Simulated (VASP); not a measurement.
# InBSe2 (P4/mmm) in VASP: a series of runs

InBSe2 is run at these levels: PBE; tasks: single point, relaxation of cell and atoms.

Program: VASP 6.6.1. These are calculated values, not measurements. Logs are shortened: lines on timing, memory, paths and dates and some standing lists are left out, and cuts for length are marked.

## 1. The cell of the first run

The structure is tetragonal, space group P4/mmm (No. 123). Conventional cell: a = 3.732 Å, b = 3.732 Å, c = 5.278 Å, α = 90.00°, β = 90.00°, γ = 90.00°. In (site symmetry 4/mmm) has 6 Se at 2.64 Å within 3.5 Å. Within 3.5 Å of B (site symmetry 4/mmm) lie 6 Se at 2.64 Å. Within 3.5 Å of Se (site symmetry 4/mmm) lie 4 B at 2.64 Å and 2 In at 2.64 Å. Within 3.5 Å of Se (site symmetry 4/mmm) lie 4 In at 2.64 Å and 2 B at 2.64 Å.

## 2. Single point, PBE

The input, INCAR:

```
SYSTEM = InBSe2
ALGO = Normal ; EDIFF = 1E-6
ENCUT = 520 ; GGA = PE
ISIF = 2 ; ISMEAR = 0
LASPH = .True. ; LCHARG = .False.
LREAL = .False. ; LWAVE = .False.
NBANDS = 22 ; NELM = 80
PREC = Accurate ; SIGMA = 0.1
```

The input, KPOINTS:

```
k-points
0
Gamma
  6 6 4
  0 0 0
```

The input, POSCAR:

```
InBSe2
1.0
    3.7318718500      0.0000000000      0.0000000000
    0.0000000000      3.7318718500      0.0000000000
    0.0000000000      0.0000000000      5.2776637900
In B Se
1 1 2
Direct
    0.0000000000      0.0000000000      0.0000000000
    0.5000000000      0.5000000000      0.5000000000
    0.0000000000      0.0000000000      0.5000000000
    0.5000000000      0.5000000000      0.0000000000
```

Potentials or basis: VASP PAW PBE potentials, release 64 (In_d, B, Se).

On the command line:

```console
> cat potpaw_PBE.64/In_d/POTCAR potpaw_PBE.64/B/POTCAR potpaw_PBE.64/Se/POTCAR > POTCAR
> mpirun -np 1 vasp_std > vasp.out
```

OUTCAR:

```text
SYSTEM = InBSe2
   EDIFF = 1E-6
   ENCUT = 520
   GGA = PE
   ISIF = 2
   ISMEAR = 0
   LASPH = .True.
   LREAL = .False.
   NELM = 80
   PREC = Accurate

 ion  position               nearest neighbor table
   1  0.000  0.000  0.000-   4 2.64   4 2.64   4 2.64   4 2.64   3 2.64   3 2.64
   2  0.500  0.500  0.500-
   3  0.000  0.000  0.500-   1 2.64   1 2.64
   4  0.500  0.500  0.000-   1 2.64   1 2.64   1 2.64   1 2.64

  LATTYP: Found a simple tetragonal cell.
 ALAT       =     3.7318718500
 C/A-ratio  =     1.4142135642

  Lattice vectors:

 A1 = (   3.7318718500,   0.0000000000,   0.0000000000)
 A2 = (   0.0000000000,   3.7318718500,   0.0000000000)
 A3 = (   0.0000000000,   0.0000000000,   5.2776637900)

Analysis of symmetry for initial positions (statically):
=====================================================================
 Subroutine PRICEL returns:
 Original cell was already a primitive cell.

 Routine SETGRP: Setting up the symmetry group for a
 simple tetragonal supercell.

 Subroutine GETGRP returns: Found 16 space group operations
 (whereof 16 operations were pure point group operations)
 out of a pool of 16 trial point group operations.

The static configuration has the point symmetry D_4h.

Analysis of symmetry for dynamics (positions and initial velocities):
=====================================================================
 Subroutine PRICEL returns:
 Original cell was already a primitive cell.

 Routine SETGRP: Setting up the symmetry group for a
 simple tetragonal supercell.

 Subroutine GETGRP returns: Found 16 space group operations
 (whereof 16 operations were pure point group operations)
 out of a pool of 16 trial point group operations.

The dynamic configuration has the point symmetry D_4h.

 Subroutine INISYM returns: Found 16 space group operations
 (whereof 16 operations are pure point group operations),
 and found     1 'primitive' translations

----------------------------------------------------------------------------------------

                                     Primitive cell

  volume of cell :      73.5013

  direct lattice vectors                    reciprocal lattice vectors
     3.731871850  0.000000000  0.000000000     0.267962042  0.000000000  0.000000000
     0.000000000  3.731871850  0.000000000     0.000000000  0.267962042  0.000000000
     0.000000000  0.000000000  5.277663790     0.000000000  0.000000000  0.189477776

  length of vectors
     3.731871850  3.731871850  5.277663790     0.267962042  0.267962042  0.189477776

  position of ions in fractional coordinates (direct lattice)
     0.000000000  0.000000000  0.000000000
     0.500000000  0.500000000  0.500000000
     0.000000000  0.000000000  0.500000000
     0.500000000  0.500000000  0.000000000

  ion indices of the primitive-cell ions
   primitive index   ion index
                 1           1
                 2           2
                 3           3
                 4           4

----------------------------------------------------------------------------------------

 KPOINTS: k-points

Automatic generation of k-mesh.
 Grid dimensions read from file:
 generate k-points for:    6    6    4

 Generating k-lattice:

  Cartesian coordinates                     Fractional coordinates (reciprocal lattice)
     0.044660340  0.000000000  0.000000000     0.166666667  0.000000000  0.000000000
     0.000000000  0.044660340  0.000000000     0.000000000  0.166666667  0.000000000
     0.000000000  0.000000000  0.047369444     0.000000000  0.000000000  0.250000000

  Length of vectors
     0.044660340  0.044660340  0.047369444

  Shift w.r.t. Gamma in fractional coordinates (k-lattice)
     0.000000000  0.000000000  0.000000000

 Subroutine IBZKPT returns following result:
 ===========================================

 Found     30 irreducible k-points:

 Following reciprocal coordinates:
            Coordinates               Weight
  0.000000  0.000000  0.000000      1.000000
  0.166667  0.000000  0.000000      4.000000
  0.333333  0.000000  0.000000      4.000000
  0.500000  0.000000  0.000000      2.000000
  0.166667  0.166667  0.000000      4.000000
  0.333333  0.166667  0.000000      8.000000
[... 16 lines left out ...]
  0.333333  0.000000  0.500000      4.000000
  0.500000  0.000000  0.500000      2.000000
 [... further k-points ...]
   k-points           NKPTS =     30   k-points in BZ     NKDIM =     30   number of bands    NBANDS=     22
   number of dos      NEDOS =    301   number of ions     NIONS =      4
   total plane-waves  NPLWV =  31360
   dimension x,y,z NGX =    28 NGY =   28 NGZ =   40
   dimension x,y,z NGXF=    56 NGYF=   56 NGZF=   80
   ions per type =               1   1   2
   NGX,Y,Z   is equivalent  to a cutoff of  12.47, 12.47, 12.60 a.u.
   NGXF,Y,Z  is equivalent  to a cutoff of  24.95, 24.95, 25.20 a.u.
 SYSTEM =  InBSe2
   PREC   = accura    normal or accurate (medium, high low for compatibility)
   ISTART =      0    job   : 0-new  1-cont  2-samecut
   ICHARG =      2    charge: 1-file 2-atom 10-const
   ISPIN  =      1    spin polarized calculation?
   LNONCOLLINEAR =      F non collinear calculations
   LSORBIT =      F    spin-orbit coupling
   LASPH  =      T    aspherical Exc in radial PAW
   ENCUT  =  520.0 eV  38.22 Ry    6.18 a.u.   6.94  6.94  9.81*2*pi/ulx,y,z
   NELM   =     80;   NELMIN=  2; NELMDL= -5     # of ELM steps
   EDIFF  = 0.1E-05   stopping-criterion for ELM
   LREAL  =      F    real-space projection
   EDIFFG = 0.1E-04   stopping-criterion for IOM
   NSW    =      0    number of steps for IOM
   IBRION =     -1    ionic relax: 0-MD 1-quasi-New 2-CG
   NFREE  =      0    steps in history (QN), initial steepest desc. (CG)
   ISIF   =      2    stress and relaxation
   ISYM   =      2    0-nonsym 1-usesym 2-fastsym
   POTIM  = 0.5000    time-step for ionic-motion
   TEBEG  =    0.0;   TEEND  =   0.0 temperature during run
   PSTRESS=    0.0 pullay stress
   NELECT =      28.0000    total number of electrons
   NUPDOWN=      -1.0000    fix difference up-down
   EMIN   =  10.00;   EMAX   =-10.00  energy-range for DOS
   EFERMI =   0.00;   METHOD = LEGACY
   ISMEAR =     0;   SIGMA  =   0.10  broadening in eV -4-tet -1-fermi 0-gaus
   EFERMI_NEDOS =   21; number of points for ismear=-14 and -15
   IALGO  =     38    algorithm
   IMIX   =      4    mixing-type and parameters
     AMIX     =   0.40;   BMIX     =  1.00
     AMIX_MAG =   1.60;   BMIX_MAG =  1.00
  volume/ion in A,a.u.               =      18.38       124.00
  Fermi-wavevector in a.u.,A,eV,Ry     =   1.186759  2.242649 19.162396  1.408396
  Thomas-Fermi vector in A             =   2.322925
   LORBIT       =      0    0 simple, 1 ext, 2 COOP (PROOUT), +10 PAW based schemes
   GGA     = PE    functional components
   LHFCALC =     F    Hartree Fock is set to
   AEXX    =    0.0000 exact exchange contribution
   IVDW    =     0    specifies the selected vdW correction
   LEPSILON=     F    determine dielectric tensor
   LRPA    =     F    only Hartree local field effects (RPA)
 non-spin polarized calculation
 Gauss-broadening in eV      SIGMA  =   0.10
  energy-cutoff  :      520.00
  volume of cell :       73.50
 maximum number of plane-waves:      1998
 NGX is ok and might be reduce to    28
   NGX = 13   NGY = 13   NGZ = 19

 number of electron      28.0000008 magnetization

 Free energy of the ion-electron system (eV)
  ---------------------------------------------------
  ext. energy  EPLUGINS =         0.00000000
  ---------------------------------------------------
  free energy    TOTEN  =       -13.73964197 eV

  energy without entropy =      -13.73507304  energy(sigma->0) =      -13.73735750

 E-fermi :   6.6927     XC(G=0): -10.5569

 val. band max:        6.6457900197   @ k =   0.5000   0.3333   0.5000
 cond. band min:       6.7051507018   @ k =   0.5000   0.5000   0.5000
 fundamental gap:      0.0593606821
 Fermi energy:         6.6927054726

 k-point     1 :       0.0000    0.0000    0.0000
  band No.  band energies     occupation
      1      -9.2010      2.00000
      2      -8.6932      2.00000
      3      -8.5004      2.00000
      4      -8.4466      2.00000
      5      -8.3191      2.00000
      6      -8.3191      2.00000
[... 14 lines left out ...]
     21      14.0620      0.00000
     22      14.1240      0.00000

 k-point     2 :       0.1667    0.0000    0.0000
  band No.  band energies     occupation
      1      -9.0711      2.00000
      2      -8.5612      2.00000
      3      -8.4846      2.00000
      4      -8.4748      2.00000
      5      -8.3362      2.00000
      6      -8.3176      2.00000
[... 14 lines left out ...]
     21      14.2043      0.00000
     22      14.3012      0.00000

 k-point     3 :       0.3333    0.0000    0.0000
  band No.  band energies     occupation
      1      -8.8849      2.00000
      2      -8.5586      2.00000
      3      -8.4358      2.00000
      4      -8.3698      2.00000
      5      -8.3146      2.00000
      6      -8.0497      2.00000
[... 14 lines left out ...]
     21      13.0925      0.00000
     22      14.9182      0.00000

 k-point     4 :       0.5000    0.0000    0.0000
  band No.  band energies     occupation
      1      -8.8208      2.00000
      2      -8.5947      2.00000
      3      -8.4116      2.00000
      4      -8.3864      2.00000
      5      -8.3130      2.00000
      6      -7.5238      2.00000
[... 14 lines left out ...]
     21      12.9168      0.00000
     22      14.7278      0.00000

 k-point     5 :       0.1667    0.1667    0.0000
  band No.  band energies     occupation
      1      -9.0122      2.00000
      2      -8.6777      2.00000
      3      -8.4513      2.00000
      4      -8.3369      2.00000
      5      -8.3304      2.00000
      6      -8.2138      2.00000
[... 417 lines left out ...]
 k-point    22 :       0.1667    0.0000    0.5000
  band No.  band energies     occupation
      1      -9.0441      2.00000
      2      -8.4844      2.00000
      3      -8.4760      2.00000
      4      -8.3462      2.00000
      5      -8.3233      2.00000
      6      -7.6032      2.00000
[... 14 lines left out ...]
     21      12.8042      0.00000
     22      13.0426      0.00000

 k-point    23 :       0.3333    0.0000    0.5000
  band No.  band energies     occupation
      1      -8.7360      2.00000
      2      -8.5583      2.00000
      3      -8.4170      2.00000
      4      -8.3832      2.00000
      5      -8.3199      2.00000
      6      -7.5197      2.00000
[... 14 lines left out ...]
     21      12.3741      0.00000
     22      15.3198      0.00000

 k-point    24 :       0.5000    0.0000    0.5000
  band No.  band energies     occupation
      1      -8.5943      2.00000
      2      -8.5915      2.00000
      3      -8.3999      2.00000
      4      -8.3686      2.00000
      5      -8.3183      2.00000
      6      -7.4474      2.00000
[... 14 lines left out ...]
     21      11.9514      0.00000
     22      17.7079      0.00000

 [... further k-points ...]

------------------------ aborting loop because EDIFF is reached ----------------------------------------

  FORCE on cell =-STRESS in cart. coord.  units (eV):
  Direction    XX          YY          ZZ          XY          YZ          ZX
  --------------------------------------------------------------------------------------
  -------------------------------------------------------------------------------------
  Total        4.2368140      4.2368140      3.8794571      0.0000000      0.0000000      0.0000000
  in kB       92.3538108     92.3538108     84.5641664      0.0000000      0.0000000      0.0000000
  external PRESSURE =      89.7572627 kB  Pullay stress =       0.0000000 kB

 VOLUME and BASIS-vectors are now :
 -----------------------------------------------------------------------------
  energy-cutoff  :      520.00
  volume of cell :       73.50
      direct lattice vectors                 reciprocal lattice vectors
     3.731871850  0.000000000  0.000000000     0.267962042  0.000000000  0.000000000
     0.000000000  3.731871850  0.000000000     0.000000000  0.267962042  0.000000000
     0.000000000  0.000000000  5.277663790     0.000000000  0.000000000  0.189477776

 POSITION                                       TOTAL-FORCE (eV/Angst)
 -----------------------------------------------------------------------------------
      0.00000      0.00000      0.00000         0.000000      0.000000      0.000000
      1.86594      1.86594      2.63883         0.000000      0.000000      0.000000
      0.00000      0.00000      2.63883         0.000000      0.000000      0.000000
      1.86594      1.86594      0.00000         0.000000      0.000000      0.000000
 -----------------------------------------------------------------------------------
    total drift:                               -0.000000      0.000000     -0.000000

  FREE ENERGIE OF THE ION-ELECTRON SYSTEM (eV)
  ---------------------------------------------------
  free  energy   TOTEN  =       -13.7396419658 eV

  energy  without entropy=      -13.7350730435  energy(sigma->0) =      -13.73735750
```

It took 21 s on 1 thread of Intel Xeon Platinum 8488C (Sapphire Rapids), shared host; peak memory 0.2 GiB.

What came out:

```yaml
Free_energy: -13.7396 eV
Pressure: 9.0 GPa
Band_gap_on_the_k_mesh: zero (band 14 reaches 7.35 eV, above the bottom of band 15 at 3.32 eV)
```

Stress tensor (GPa, compression positive):
```
9.24 0.00 0.00
0.00 9.24 0.00
0.00 0.00 8.46
```

Levels at points of the mesh, in eV from the Fermi level:
```tsv
k point	band 11	band 12	band 13	band 14	band 15	band 16	band 17	band 18
(0.00, 0.00, 0.00)	-4.15	-1.93	-1.90	-1.90	-1.48	3.57	4.60	4.60
(0.50, 0.00, 0.00)	-4.48	-1.96	-1.53	0.29	0.79	1.47	3.44	4.01
(0.50, 0.50, 0.00)	-4.07	-4.07	-4.00	-4.00	-3.38	3.62	3.62	5.31
(0.00, 0.00, 0.50)	-3.55	-2.74	-2.74	-1.20	-0.24	3.63	4.45	4.68
(0.50, 0.00, 0.50)	-1.53	-1.47	-1.23	0.66	0.82	0.88	1.74	1.90
(0.50, 0.50, 0.50)	-6.12	-5.09	-5.09	0.01	1.34	1.78	4.35	6.12
```

Caveat: spin-orbit coupling is left out, which moves the levels of the heavy elements.

## 3. Single point, PBE

This run uses another cell than the first one, of 20.45 Å³/atom, 1.113 times its volume.

The input, INCAR:

```
  PREC = Accurate
  ENCUT = 520
  EDIFF = 1E-6
  ISMEAR = 0
  SIGMA = 0.1
  LREAL = F
  LASPH = T
  NELM = 80
  ALGO = Normal
  ISIF = 2
  LWAVE = F
  LCHARG = F
  GGA = PE
  NBANDS = 22
```

The input, KPOINTS:

```
Automatic mesh
0
Gamma
  6 6 4
```

The input, POSCAR:

```
InBSe2
1.0
    3.8784240315      0.0000000000      0.0000000000
    0.0000000000      3.8784240315      0.0000000000
    0.0000000000      0.0000000000      5.4388728066
In B Se
1 1 2
Direct
    0.0000000000      0.0000000000      0.0000000000
    0.5000000000      0.5000000000      0.5000000000
    0.0000000000      0.0000000000      0.5000000000
    0.5000000000      0.5000000000      0.0000000000
```

Potentials or basis: VASP PAW PBE potentials, release 64 (In_d, B, Se).

On the command line:

```console
> cat potpaw_PBE.64/In_d/POTCAR potpaw_PBE.64/B/POTCAR potpaw_PBE.64/Se/POTCAR > POTCAR
> mpirun -np 1 vasp_std > vasp.out
```

It took 31 s on 1 thread of Intel Xeon Platinum 8488C (Sapphire Rapids), shared host; peak memory 0.21 GiB.

Results (log left out):

| Property | Result |
| --- | --- |
| Free energy | -13.9529 eV |
| Pressure | 0.1 GPa |
| Band gap on the k mesh | zero (band 14 reaches 6.23 eV, above the bottom of band 15 at 2.05 eV) |

Stress tensor (GPa, compression positive):
```
 0.14  0.00  0.00
 0.00  0.14  0.00
 0.00  0.00 -0.04
```

Levels at points of the mesh, in eV from the Fermi level:
```tsv
k point	band 11	band 12	band 13	band 14	band 15	band 16	band 17	band 18
(0.00, 0.00, 0.00)	-3.61	-2.00	-1.72	-1.59	-1.59	3.94	4.25	4.25
(0.50, 0.00, 0.00)	-3.88	-1.79	-1.27	0.21	0.86	1.60	3.18	3.31
(0.50, 0.50, 0.00)	-3.58	-3.52	-3.37	-3.37	-3.30	4.05	4.05	4.97
(0.00, 0.00, 0.50)	-3.09	-2.31	-2.31	-1.02	-0.04	3.11	4.30	4.30
(0.50, 0.00, 0.50)	-1.34	-1.26	-1.02	0.88	0.91	1.12	1.35	2.00
(0.50, 0.50, 0.50)	-5.38	-4.34	-4.34	-0.01	1.45	1.54	4.20	5.49
```

Caveat: spin-orbit coupling is left out, which moves the levels of the heavy elements.

(Continued in part 2 of 2.)
